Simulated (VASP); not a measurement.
**CaBi: single point with PBE**

The system is CaBi.

```xyz
2
Lattice="4.0274 0.0000 0.0000 -2.0137 3.4878 0.0000 0.0000 0.0000 5.6006" Properties=species:S:1:pos:R:3 pbc="T T T"
Ca    0.0000    0.0000    0.0000
Bi    0.0000    2.3252    2.8003
```

| Property | Result |
| --- | --- |
| Program | VASP 6.6.1 |
| Task | single point |
| Functional | PBE |
| Potentials or basis | VASP PAW PBE potentials, release 64 (Ca_sv, Bi_d) |
| Cutoff | 520 eV |
| k mesh | 6 × 6 × 4 |
| Occupations | gaussian, width 0.1 eV |
| Spin | no spin polarisation |
| Dipole correction | no |
| Further INCAR settings | ALGO = Fast; EDIFF = 1e-06; NBANDS = 20 |

```json
{"Pressure": "-4.4 GPa"}
```

Stress tensor (GPa, compression positive):
```
-2.67  0.00  0.00
 0.00 -2.67  0.00
 0.00  0.00 -7.98
```

Levels at points of the mesh, in eV from the Fermi level:
```csv
k point,band 9,band 10,band 11,band 12,band 13,band 14,band 15,band 16
"(0.00, 0.00, 0.00)",-22.57,-11.14,-2.28,-1.66,1.33,1.33,2.47,2.99
"(0.50, 0.00, 0.00)",-22.55,-10.13,-3.44,-1.44,0.49,0.61,1.40,2.55
"(0.00, 0.00, 0.50)",-22.56,-11.02,-4.22,1.10,1.75,1.75,2.07,2.07
"(0.50, 0.00, 0.50)",-22.55,-10.10,-3.07,-2.18,-0.07,0.24,2.07,2.18
```

It took 110 s on 1 thread of Intel Xeon 6975P-C (shared host), peak memory 0.2 GiB.

Caveat: spin-orbit coupling is left out, which moves the levels of the heavy elements.
